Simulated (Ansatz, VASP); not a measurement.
MgO in VASP and in Ansatz

```
CELL_PARAMETERS angstrom
2.84988 0.00000 0.00000
-1.42494 2.46807 0.00000
0.00000 0.00000 2.67968
ATOMIC_POSITIONS crystal
Mg 0.00000 0.00000 0.00000
O 0.33333 0.66667 0.50000
```

Change from the starting cell: strain -0.030 along x and y, +0.000 along z, atoms carried along.

Alike in both runs: task single point; functional PBE; k mesh 9 × 9 × 8; occupations gaussian, width 0.05 eV; no spin polarisation.

```csv
,VASP,Ansatz
version,VASP 6.6.1,Ansatz 0.2.0
potentials or method,"VASP PAW PBE potentials, release 64 (Mg, O), cutoff 520 eV","scalar-relativistic, plane waves, PAW"
valence electrons in the cell,8,16
```

VASP gave:

* gap on the k mesh at the Fermi level (eV): 3.38
* least direct gap on the mesh (eV): 3.86
* pressure (GPa): 8.2
* traceless stress, the component that is largest in VASP (GPa): -10.32

Q: Estimate Ansatz's values.

A: gap on the k mesh at the Fermi level (eV): 3.40; least direct gap on the mesh (eV): 3.88; pressure (GPa): 8.8; traceless stress, the component that is largest in VASP (GPa): -10.18.

With one functional, cell and mesh, what is left measures potentials, basis and numerics. VASP's potentials hold 8 valence electrons a cell and Ansatz's 16, so a difference there can come from the potentials and not from the codes.
